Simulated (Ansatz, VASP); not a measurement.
GaB4 in VASP and in Ansatz

```xyz
5
Lattice="3.0998 0.0037 0.0051 0.4898 3.2645 -0.0049 1.3502 0.7031 4.1074" Properties=species:S:1:pos:R:3 pbc="T T T"
Ga    0.6751    0.3516    2.0537
B     2.6526    2.0021    2.9368
B     0.7338    2.3550    0.2381
B     4.2060    1.6164    3.8695
B     2.2871    1.9693    1.1708
```

Alike in both runs: functional PBE; k mesh 12 × 12 × 10; occupations gaussian, width 0.1 eV; no spin polarisation.

Ansatz relaxed the structure, and its values are those at the end. VASP's run is a single point on that final structure, the one shown.

```csv
,VASP,Ansatz
version,VASP 6.6.1,Ansatz 0.2.0
potentials or method,"VASP PAW PBE potentials, release 64 (Ga_d, B), cutoff 520 eV","scalar-relativistic, plane waves, PAW"
valence electrons in the cell,25,25
```

Ansatz gave:

* gap on the k mesh at the Fermi level (eV): none
* pressure (GPa): 0.0

Question: What did VASP give for the same quantities?

Answer: gap on the k mesh at the Fermi level (eV): none; pressure (GPa): 0.1.

A gap of «none» marks a metal or a gap that the smearing closes. The functional is the same, so the differences come from potentials, cutoffs and numerics.
